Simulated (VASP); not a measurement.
The system is YbOs.

```
CELL_PARAMETERS angstrom
3.35451 0.00000 0.00000
0.00000 3.35451 0.00000
0.00000 0.00000 3.35451
ATOMIC_POSITIONS crystal
Yb 0.00000 0.00000 0.00000
Os 0.50000 0.50000 0.50000
```

Base run:

```yaml
Program: VASP 6.6.1
Functional: r2SCAN
Potentials_or_basis: VASP PAW PBE potentials, release 64 (Yb, Os)
Cutoff: 520 eV
k_mesh: 10 × 10 × 10
Occupations: gaussian, width 0.05 eV
Spin: no spin polarisation
```

Its results: band gap on the k mesh zero (bands 16 and 17 overlap by 1.81 eV); pressure -3.2 GPa.

Question: The run is repeated on the same cell with these changes: functional from r2SCAN to LDA; further incar settings from ALGO = Normal; EDIFF = 1e-06; NBANDS = 23 to ALGO = Normal; EDIFF = 1e-07; NBANDS = 23. What comes out?

Answer: Band gap on the k mesh zero (bands 16 and 17 overlap by 1.50 eV); pressure -9.8 GPa.

Caveats: the cell stands under tension; the PAW data sets were made with another functional, which shifts forces and pressure a little; spin-orbit coupling is left out, which moves the levels of the heavy elements.
